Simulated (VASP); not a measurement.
# TiAl3 (I4/mmm) in VASP: notebook

Aim: see how the results for TiAl3 move with the level of theory and the settings. Levels: LDA, r2SCAN. Tasks: single point.

Everything below comes from runs of VASP 6.6.1. Logs are shortened: lines on timing, memory, paths and dates and some standing lists are left out, and cuts for length are marked.

### Step 1. The cell of the first run

The structure is tetragonal, space group I4/mmm (No. 139). Conventional cell: a = 3.848 Å, b = 3.848 Å, c = 8.618 Å, α = 90.00°, β = 90.00°, γ = 90.00°. Ti (site symmetry 4/mmm) has 12 Al at 2.72 to 2.89 Å within 3.6 Å. Al (site symmetry -4m2) has 8 Al at 2.72 to 2.89 Å and 4 Ti at 2.89 Å within 3.6 Å. Within 3.6 Å of Al (site symmetry 4/mmm) lie 4 Ti at 2.72 Å and 8 Al at 2.89 Å.

### Step 2. Single point, LDA

Contents of INCAR:

```
PREC = Accurate ; ENCUT = 520
EDIFF = 1E-6 ; ISMEAR = -1
SIGMA = 0.05 ; LREAL = False
LASPH = True ; NELM = 80
ALGO = Fast ; ISIF = 2
LWAVE = False ; LCHARG = True
GGA = CA ; LELF = True
LVHAR = True ; NBANDS = 18
```

Contents of KPOINTS:

```
Automatic mesh
0
Gamma
  10 10 10
```

Contents of POSCAR:

```
TiAl3
1.0
   -1.9237634764      1.9237634764      4.3090184209
    1.9237634764     -1.9237634764      4.3090184209
    1.9237634764      1.9237634764     -4.3090184209
Ti Al
1 3
Direct
    0.0000000000      0.0000000000      0.0000000000
    0.2500000000      0.7500000000      0.5000000000
    0.7500000000      0.2500000000      0.5000000000
    0.5000000000      0.5000000000      0.0000000000
```

Potentials or basis: VASP PAW LDA potentials, release 64 (Ti_sv, Al).

Run with:

```console
$ cat potpaw_LDA.64/Ti_sv/POTCAR potpaw_LDA.64/Al/POTCAR > POTCAR
$ mpirun -np 1 vasp_std > vasp.out
```

OUTCAR:

```text
PREC = Accurate
   ENCUT = 520
   EDIFF = 1E-6
   ISMEAR = -1
   LREAL = False
   LASPH = True
   NELM = 80
   ISIF = 2
   GGA = CA

 ion  position               nearest neighbor table
   1  0.000  0.000  0.000-   4 2.72   4 2.72   4 2.72   4 2.72   3 2.89   2 2.89   3 2.89   2 2.89
                             3 2.89   3 2.89   2 2.89   2 2.89
   2  0.250  0.750  0.500-   3 2.72   3 2.72   3 2.72   3 2.72   4 2.89   1 2.89   4 2.89   4 2.89
                             1 2.89   1 2.89   4 2.89   1 2.89
   3  0.750  0.250  0.500-   2 2.72   2 2.72   2 2.72   2 2.72   4 2.89   1 2.89   4 2.89   1 2.89
                             4 2.89   4 2.89   1 2.89   1 2.89
   4  0.500  0.500  0.000-   1 2.72   1 2.72   1 2.72   1 2.72   3 2.89   2 2.89   3 2.89   3 2.89
                             2 2.89   2 2.89   3 2.89   2 2.89

  LATTYP: Found a body centered tetragonal cell.
 ALAT       =     3.8475269528
 C/A-ratio  =     2.2398899209

  Lattice vectors:

 A1 = (  -1.9237634764,   1.9237634764,   4.3090184209)
 A2 = (   1.9237634764,  -1.9237634764,   4.3090184209)
 A3 = (   1.9237634764,   1.9237634764,  -4.3090184209)

Analysis of symmetry for initial positions (statically):
=====================================================================
 Subroutine PRICEL returns:
 Original cell was already a primitive cell.

 Routine SETGRP: Setting up the symmetry group for a
 body centered tetragonal supercell.

 Subroutine GETGRP returns: Found 16 space group operations
 (whereof 16 operations were pure point group operations)
 out of a pool of 16 trial point group operations.

The static configuration has the point symmetry D_4h.

Analysis of symmetry for dynamics (positions and initial velocities):
=====================================================================
 Subroutine PRICEL returns:
 Original cell was already a primitive cell.

 Routine SETGRP: Setting up the symmetry group for a
 body centered tetragonal supercell.

 Subroutine GETGRP returns: Found 16 space group operations
 (whereof 16 operations were pure point group operations)
 out of a pool of 16 trial point group operations.

The dynamic configuration has the point symmetry D_4h.

 Subroutine INISYM returns: Found 16 space group operations
 (whereof 16 operations are pure point group operations),
 and found     1 'primitive' translations

----------------------------------------------------------------------------------------

[... 98 lines left out ...]
   EDIFFG = 0.1E-04   stopping-criterion for IOM
   NSW    =      0    number of steps for IOM
   IBRION =     -1    ionic relax: 0-MD 1-quasi-New 2-CG
   NFREE  =      0    steps in history (QN), initial steepest desc. (CG)
   ISIF   =      2    stress and relaxation
   ISYM   =      2    0-nonsym 1-usesym 2-fastsym
   POTIM  = 0.5000    time-step for ionic-motion
   TEBEG  =    0.0;   TEEND  =   0.0 temperature during run
   PSTRESS=    0.0 pullay stress
   NELECT =      21.0000    total number of electrons
   NUPDOWN=      -1.0000    fix difference up-down
   EMIN   =  10.00;   EMAX   =-10.00  energy-range for DOS
   EFERMI =   0.00;   METHOD = LEGACY
   ISMEAR =    -1;   SIGMA  =   0.05  broadening in eV -4-tet -1-fermi 0-gaus
   EFERMI_NEDOS =   21; number of points for ismear=-14 and -15
   IALGO  =     68    algorithm
   IMIX   =      4    mixing-type and parameters
     AMIX     =   0.40;   BMIX     =  1.00
     AMIX_MAG =   1.60;   BMIX_MAG =  1.00
  volume/ion in A,a.u.               =      15.95       107.62
  Fermi-wavevector in a.u.,A,eV,Ry     =   1.130405  2.136156 17.385732  1.277815
  Thomas-Fermi vector in A             =   2.267101
   LORBIT       =      0    0 simple, 1 ext, 2 COOP (PROOUT), +10 PAW based schemes
   GGA     = CA    functional components
   LHFCALC =     F    Hartree Fock is set to
   AEXX    =    0.0000 exact exchange contribution
   IVDW    =     0    specifies the selected vdW correction
   LEPSILON=     F    determine dielectric tensor
   LRPA    =     F    only Hartree local field effects (RPA)
 non-spin polarized calculation
 RMM-DIIS sequential band-by-band and
  energy-cutoff  :      520.00
  volume of cell :       63.79
 maximum number of plane-waves:      1738
 NGX is ok and might be reduce to    40
   NGX = 19   NGY = 19   NGZ = 19

 number of electron      21.0000000 magnetization

 Free energy of the ion-electron system (eV)
  ---------------------------------------------------
  ext. energy  EPLUGINS =         0.00000000
  ---------------------------------------------------
  free energy    TOTEN  =       -22.74835486 eV

  energy without entropy =      -22.73440885  energy(sigma->0) =      -22.74138186

 E-fermi :   7.9255     XC(G=0): -10.9053

 val. band max:        7.9211085009   @ k =  -0.3000  -0.3000   0.2000
 cond. band min:       7.9305459029   @ k =   0.2000  -0.0000   0.0000
 fundamental gap:      0.0094374020
 Fermi energy:         7.9254590868

 k-point     1 :       0.0000    0.0000    0.0000
  band No.  band energies     occupation
      1     -47.8634      2.00000
      2     -24.5633      2.00000
      3     -24.5633      2.00000
      4     -24.4844      2.00000
      5      -2.0350      2.00000
      6       5.0819      2.00000
[... 481 lines left out ...]
      5       1.1985      2.00000
      6       2.3075      2.00000
[... 10 lines left out ...]
     17      12.6579      0.00000
     18      13.8769      0.00000

 [... further k-points ...]

------------------------ aborting loop because EDIFF is reached ----------------------------------------

  FORCE on cell =-STRESS in cart. coord.  units (eV):
  Direction    XX          YY          ZZ          XY          YZ          ZX
  --------------------------------------------------------------------------------------
  -------------------------------------------------------------------------------------
  Total       -2.1822007     -2.1822007     -1.9862339      0.0000000     -0.0000000      0.0000000
  in kB      -54.8104777    -54.8104777    -49.8883667      0.0000000     -0.0000000      0.0000000
  external PRESSURE =     -53.1697740 kB  Pullay stress =       0.0000000 kB

 VOLUME and BASIS-vectors are now :
 -----------------------------------------------------------------------------
  energy-cutoff  :      520.00
  volume of cell :       63.79
      direct lattice vectors                 reciprocal lattice vectors
    -1.923763476  1.923763476  4.309018421     0.000000000  0.259907211  0.116035707
     1.923763476 -1.923763476  4.309018421     0.259907211  0.000000000  0.116035707
     1.923763476  1.923763476 -4.309018421     0.259907211  0.259907211  0.000000000

 POSITION                                       TOTAL-FORCE (eV/Angst)
 -----------------------------------------------------------------------------------
      0.00000      0.00000      0.00000         0.000000      0.000000      0.000000
      1.92376     -0.00000      2.15451         0.000000     -0.000000      0.000000
     -0.00000      1.92376      2.15451        -0.000000      0.000000     -0.000000
      0.00000      0.00000      4.30902         0.000000      0.000000      0.000000
 -----------------------------------------------------------------------------------
    total drift:                               -0.000000     -0.000000     -0.000000

  FREE ENERGIE OF THE ION-ELECTRON SYSTEM (eV)
  ---------------------------------------------------
  free  energy   TOTEN  =       -22.7483548625 eV

  energy  without entropy=      -22.7344088483  energy(sigma->0) =      -22.74138186
```

stdout:

```text
POSCAR found type information on POSCAR TiAl
 POSCAR found :  2 types and       4 ions
 scaLAPACK will be used
 LDA part: xc-table for (Slater(with rela. corr.)+CA(PZ))
 , standard interpolation
 POSCAR, INCAR and KPOINTS ok, starting setup
 FFT: planning ... GRIDC
 FFT: planning ... GRID_SOFT
 FFT: planning ... GRID
 WAVECAR not read
 entering main loop
WARNING in EDDRMM: call to ZHEGV failed, returncode =   8  4     11
WARNING in EDDRMM: call to ZHEGV failed, returncode =   6  3     16
WARNING in EDDRMM: call to ZHEGV failed, returncode =   6  3      7
WARNING in EDDRMM: call to ZHEGV failed, returncode =   8  4     16
```

Wall time 3.2 min (1 thread of Intel Xeon 6975P-C (Granite Rapids), shared host); peak memory 0.26 GiB.

What came out:

- Free energy: -22.7484 eV
- Pressure: -5.3 GPa

### Step 3. Single point, LDA

This run uses another cell than the first one, of 16.26 Å³/atom, 1.020 times its volume.

Contents of INCAR:

```
SYSTEM = TiAl3
PREC = Accurate
ENCUT = 520
EDIFF = 1E-7
ISMEAR = -1
SIGMA = 0.05
LREAL = .FALSE.
LASPH = .TRUE.
NELM = 80
ALGO = Fast
ISIF = 2
LWAVE = .FALSE.
LCHARG = .FALSE.
GGA = CA
NBANDS = 18
```

Contents of KPOINTS:

```
Automatic mesh
0
G
  10 10 10
  0 0 0
```

Contents of POSCAR:

```
TiAl3
1.0
   -1.9362557970      1.9362557970      4.3369998440
    1.9362557970     -1.9362557970      4.3369998440
    1.9362557970      1.9362557970     -4.3369998440
Ti Al
1 3
Direct
    0.0000000000      0.0000000000      0.0000000000
    0.2500000000      0.7500000000      0.5000000000
    0.7500000000      0.2500000000      0.5000000000
    0.5000000000      0.5000000000      0.0000000000
```

Potentials or basis: VASP PAW LDA potentials, release 64 (Ti_sv, Al).

Run with:

```console
$ cat potpaw_LDA.64/Ti_sv/POTCAR potpaw_LDA.64/Al/POTCAR > POTCAR
$ mpirun -np 1 vasp_std > vasp.out
```

OUTCAR:

```text
SYSTEM = TiAl3
   PREC = Accurate
   ENCUT = 520
   EDIFF = 1E-7
   ISMEAR = -1
   LREAL = .FALSE.
   LASPH = .TRUE.
   NELM = 80
   ISIF = 2
   GGA = CA

 ion  position               nearest neighbor table
   1  0.000  0.000  0.000-   4 2.74   4 2.74   4 2.74   4 2.74   3 2.91   3 2.91   2 2.91   2 2.91
                             3 2.91   2 2.91   3 2.91   2 2.91
   2  0.250  0.750  0.500-   3 2.74   3 2.74   3 2.74   3 2.74   1 2.91   1 2.91   4 2.91   4 2.91
                             4 2.91   1 2.91   4 2.91   1 2.91
   3  0.750  0.250  0.500-   2 2.74   2 2.74   2 2.74   2 2.74   4 2.91   4 2.91   1 2.91   1 2.91
                             4 2.91   1 2.91   4 2.91   1 2.91
   4  0.500  0.500  0.000-   1 2.74   1 2.74   1 2.74   1 2.74   2 2.91   2 2.91   3 2.91   3 2.91
                             3 2.91   2 2.91   3 2.91   2 2.91

  LATTYP: Found a body centered tetragonal cell.
 ALAT       =     3.8725115940
 C/A-ratio  =     2.2398899209

  Lattice vectors:

 A1 = (  -1.9362557970,   1.9362557970,   4.3369998440)
 A2 = (   1.9362557970,  -1.9362557970,   4.3369998440)
 A3 = (   1.9362557970,   1.9362557970,  -4.3369998440)

Analysis of symmetry for initial positions (statically):
[... 182 lines left out ...]
 fundamental gap:      0.0086140300
 Fermi energy:         7.7334264518

 k-point     1 :       0.0000    0.0000    0.0000
  band No.  band energies     occupation
      1     -48.1084      2.00000
      2     -24.8034      2.00000
      3     -24.8034      2.00000
      4     -24.7250      2.00000
      5      -2.1265      2.00000
      6       4.9044      2.00000
[... 481 lines left out ...]
      5       1.0660      2.00000
      6       2.1661      2.00000
[... 10 lines left out ...]
     17      12.3538      0.00000
     18      13.5754      0.00000

 [... further k-points ...]

------------------------ aborting loop because EDIFF is reached ----------------------------------------

  FORCE on cell =-STRESS in cart. coord.  units (eV):
  Direction    XX          YY          ZZ          XY          YZ          ZX
  --------------------------------------------------------------------------------------
  -------------------------------------------------------------------------------------
  Total       -2.9458574     -2.9458574     -2.7091711      0.0000000     -0.0000000      0.0000000
  in kB      -72.5683819    -72.5683819    -66.7378420      0.0000000     -0.0000000      0.0000000
  external PRESSURE =     -70.6248686 kB  Pullay stress =       0.0000000 kB

 VOLUME and BASIS-vectors are now :
 -----------------------------------------------------------------------------
  energy-cutoff  :      520.00
  volume of cell :       65.04
      direct lattice vectors                 reciprocal lattice vectors
    -1.936255797  1.936255797  4.336999844     0.000000000  0.258230344  0.115287069
     1.936255797 -1.936255797  4.336999844     0.258230344  0.000000000  0.115287069
     1.936255797  1.936255797 -4.336999844     0.258230344  0.258230344  0.000000000

 POSITION                                       TOTAL-FORCE (eV/Angst)
 -----------------------------------------------------------------------------------
      0.00000      0.00000      0.00000         0.000000      0.000000      0.000000
      1.93626      0.00000      2.16850         0.000000     -0.000000      0.000000
      0.00000      1.93626      2.16850        -0.000000      0.000000     -0.000000
      0.00000      0.00000      4.33700         0.000000      0.000000      0.000000
 -----------------------------------------------------------------------------------
    total drift:                               -0.000000     -0.000000     -0.000000

  FREE ENERGIE OF THE ION-ELECTRON SYSTEM (eV)
  ---------------------------------------------------
  free  energy   TOTEN  =       -22.7001573159 eV

  energy  without entropy=      -22.6859420321  energy(sigma->0) =      -22.69304967
```

OSZICAR:

```text
N       E                     dE             d eps       ncg     rms          rms(c)
DAV:   1     0.115770025237E+03    0.11577E+03   -0.91128E+03  3672   0.106E+03
DAV:   2    -0.161136523707E+02   -0.13188E+03   -0.12840E+03  3720   0.278E+02
DAV:   3    -0.245154959920E+02   -0.84018E+01   -0.82462E+01  5912   0.644E+01
[... 33 lines left out ...]
RMM:  37    -0.227001568360E+02   -0.52869E-07   -0.19363E-06  4468   0.511E-03    0.547E-03
RMM:  38    -0.227001569977E+02   -0.16175E-06   -0.21546E-06  3261   0.338E-03    0.425E-03
RMM:  39    -0.227001570930E+02   -0.95227E-07   -0.14162E-06  3745   0.363E-03    0.241E-03
RMM:  40    -0.227001572310E+02   -0.13804E-06   -0.17163E-06  3456   0.346E-03    0.525E-04
RMM:  41    -0.227001573159E+02   -0.84907E-07   -0.99218E-07  3066   0.220E-03
   1 F= -.22700157E+02 E0= -.22693050E+02  d E =-.142153E-01
```

Wall time 4.5 min (1 thread of Intel Xeon 6975P-C (Granite Rapids), shared host); peak memory 0.28 GiB.

What came out:

| Item | Value |
| --- | --- |
| Free energy | -22.7002 eV |
| Pressure | -7.1 GPa |

### Step 4. Single point, LDA

This run uses another cell than the first one, of 16.57 Å³/atom, 1.039 times its volume.

Contents of INCAR:

```
ALGO = Fast
EDIFF = 1E-6
ENCUT = 520
ISIF = 2
ISMEAR = -1
LASPH = T
LCHARG = F
LREAL = F
LWAVE = F
NBANDS = 18
NELM = 60
PREC = Accurate
SIGMA = 0.05
```

Contents of KPOINTS:

```
k-points
0
Gamma
  10 10 10
```

Contents of POSCAR:

```
TiAl3
1.0
   -1.9485889690      1.9485889690      4.3646247916
    1.9485889690     -1.9485889690      4.3646247916
    1.9485889690      1.9485889690     -4.3646247916
Ti Al
1 3
Direct
    0.0000000000      0.0000000000      0.0000000000
    0.2500000000      0.7500000000      0.5000000000
    0.7500000000      0.2500000000      0.5000000000
    0.5000000000      0.5000000000      0.0000000000
```

Run with:

```console
$ cat potpaw_LDA.64/Ti_sv/POTCAR potpaw_LDA.64/Al/POTCAR > POTCAR
$ mpirun -np 1 vasp_std > vasp.out
```

Run time: 3.2 min. Hardware: 1 thread of Intel Xeon 6975P-C (Granite Rapids), shared host; peak memory 0.27 GiB.

It converged, with:

```yaml
Free_energy: -22.6389 eV
Pressure: -8.6 GPa
```

Stress tensor (GPa, compression positive):
```
-8.86  0.00  0.00
 0.00 -8.86  0.00
 0.00  0.00 -8.19
```

Levels at points of the mesh, in eV from the Fermi level:
```tsv
k point	band 9	band 10	band 11	band 12	band 13	band 14
(0.00, 0.00, 0.00)	-1.15	-1.15	0.79	1.68	1.68	2.03
(0.50, 0.00, 0.00)	-1.00	-0.23	0.47	1.63	2.04	2.55
(0.50, 0.50, 0.00)	-2.58	-2.14	-0.92	1.61	1.75	2.65
(0.50, 0.50, 0.50)	-0.89	-0.19	0.67	0.67	0.89	3.00
```

### Step 5. Single point, r2SCAN

This run uses another cell than the first one, of 14.70 Å³/atom, 0.922 times its volume.

Contents of POSCAR:

```
TiAl3
1.0
   -1.8720936454      1.8720936454      4.1932836873
    1.8720936454     -1.8720936454      4.1932836873
    1.8720936454      1.8720936454     -4.1932836873
Ti Al
1 3
Direct
    0.0000000000      0.0000000000      0.0000000000
    0.2500000000      0.7500000000      0.5000000000
    0.7500000000      0.2500000000      0.5000000000
    0.5000000000      0.5000000000      0.0000000000
```

Contents of INCAR.step1:

```
PREC = Accurate ; ENCUT = 520
ISMEAR = -1 ; SIGMA = 0.05
LREAL = False ; LASPH = True
NELM = 60 ; NBANDS = 18
GGA = PE ; ALGO = Normal
EDIFF = 1E-4 ; LWAVE = True
LCHARG = False
```

Contents of INCAR.step2:

```
PREC = Accurate ; ENCUT = 520
EDIFF = 1E-6 ; ISMEAR = -1
SIGMA = 0.05 ; LREAL = False
LASPH = True ; NELM = 60
ALGO = Normal ; ISIF = 2
LWAVE = False ; LCHARG = False
METAGGA = R2SCAN ; LMIXTAU = True
NBANDS = 18 ; ISTART = 1
```

Contents of KPOINTS:

```
regular mesh
0
Gamma
  10 10 10
```

Potentials or basis: VASP PAW PBE potentials, release 64 (Ti_sv, Al).

Run with:

```console
$ cat potpaw_PBE.64/Ti_sv/POTCAR potpaw_PBE.64/Al/POTCAR > POTCAR
$ cp INCAR.step1 INCAR
$ mpirun -np 1 vasp_std > vasp.out
$ cp INCAR.step2 INCAR
$ mpirun -np 1 vasp_std > vasp.out
```

It took 5.9 min on 1 thread of Intel Xeon 6975P-C (Granite Rapids), shared host; peak memory 0.32 GiB.

The run converged. Its results:

- Free energy: -34.8230 eV
- Pressure: 8.1 GPa

Stress tensor (GPa, compression positive):
```
8.32 0.00 0.00
0.00 8.32 0.00
0.00 0.00 7.68
```

Levels at points of the mesh, in eV from the Fermi level:
```tsv
k point	band 9	band 10	band 11	band 12	band 13	band 14
(0.00, 0.00, 0.00)	-1.38	-1.38	0.93	1.90	1.90	2.20
(0.50, 0.00, 0.00)	-1.20	-0.30	0.61	2.25	2.27	3.13
(0.50, 0.50, 0.00)	-3.06	-2.38	-1.13	2.13	2.43	2.89
(0.50, 0.50, 0.50)	-1.02	-0.31	0.81	0.81	1.07	3.34
```

Caveat: the PAW data sets were made with another functional, which shifts forces and pressure a little.

### Step 6. Summary

| level | potentials or basis | cell | gap on the mesh (eV) | pressure (GPa) |
| --- | --- | --- | --- | --- |
| LDA | VASP PAW LDA potentials, release 64 (Ti_sv, Al) | a = 5.096 Å, angles 135.6, 135.6, 64.5°, 4 atoms | none | -5.3 |
| LDA | VASP PAW LDA potentials, release 64 (Ti_sv, Al) | a = 5.129 Å, angles 135.6, 135.6, 64.5°, 4 atoms | none | -7.1 |
| LDA | VASP PAW LDA potentials, release 64 (Ti_sv, Al) | a = 5.162 Å, angles 135.6, 135.6, 64.5°, 4 atoms | none | -8.6 |
| r2SCAN | VASP PAW PBE potentials, release 64 (Ti_sv, Al) | a = 4.959 Å, angles 135.6, 135.6, 64.5°, 4 atoms | none | 8.1 |

Alike in all rows: task single point; no spin polarisation; k mesh 10 × 10 × 10; cutoff (eV) 520; smearing fermi-dirac 0.05 eV.

Caveats: the PAW data sets were made with another functional, which shifts forces and pressure a little (some runs).

Total energies depend on the potentials used, so only differences within one code and one set of settings carry meaning.
